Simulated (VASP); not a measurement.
Set up this calculation in VASP 6.6.1, as the native input.

* Task: single point
* Functional: LDA
* Potentials or basis: VASP PAW LDA potentials, release 64 (Rb_sv, Li_sv, Ga_d, F_h)
* Cutoff: 910 eV
* k mesh: 4 × 4 × 4
* Occupations: gaussian, width 0.01 eV
* Spin: no spin polarisation
* Dipole correction: no
* Further INCAR settings: ALGO = Normal; EDIFF = 1e-06; NBANDS = 49

The structure of Rb2LiGaF6 lies in POSCAR:

```
Rb2LiGaF6
1.0
    0.0000000000      4.1650190000      4.1650190000
    4.1650190000      0.0000000000      4.1650190000
    4.1650190000      4.1650190000      0.0000000000
Rb Li Ga F
2 1 1 6
Direct
    0.2500000000      0.2500000000      0.2500000000
    0.7500000000      0.7500000000      0.7500000000
    0.5000000000      0.5000000000      0.5000000000
    0.0000000000      0.0000000000      0.0000000000
    0.2337950000      0.2337950000      0.7662050000
    0.2337950000      0.7662050000      0.7662050000
    0.7662050000      0.7662050000      0.2337950000
    0.2337950000      0.7662050000      0.2337950000
    0.7662050000      0.2337950000      0.7662050000
    0.7662050000      0.2337950000      0.2337950000
```

These files were run (other wordings do the same):

INCAR

```
PREC     = Accurate       # precision mode
ENCUT    = 910            # plane-wave cutoff, eV
EDIFF    = 1E-6           # SCF threshold, eV
ISMEAR   = 0              # smearing method
SIGMA    = 0.01           # smearing width, eV
LREAL    = False          # projectors in reciprocal space
LASPH    = True           # aspherical terms in the spheres
NELM     = 120            # most SCF steps
ALGO     = Normal         # electronic algorithm
ISIF     = 2              # what is computed and relaxed
LWAVE    = False          # write WAVECAR
LCHARG   = True           # write CHGCAR
LELF     = True           # ELF
LVHAR    = True         
NBANDS   = 49             # bands
GGA_COMPAT= False
```

KPOINTS

```
Automatic mesh
0
Gamma
  4 4 4
```

Potentials or basis: VASP PAW LDA potentials, release 64 (Rb_sv, Li_sv, Ga_d, F_h).

Run with:

```bash
$ cat potpaw_LDA.64/Rb_sv/POTCAR potpaw_LDA.64/Li_sv/POTCAR potpaw_LDA.64/Ga_d/POTCAR potpaw_LDA.64/F_h/POTCAR > POTCAR
$ mpirun -np 1 vasp_std > vasp.out
```

Results of the run:

```
Pressure               : -7.4 GPa
Largest force          : 0.387 eV/Å
Band gap on the k mesh : 5.73 eV
```

Caveat: the cutoff is under 1.25 times the usual one of these potentials, so pressure, stress and relaxed cells hold a basis-set (Pulay) error; the cell stands under tension.

It took 95 s on 1 thread of Intel(R) Xeon(R) 6975P-C (Granite Rapids), with other jobs on the host, peak memory 0.44 GiB.
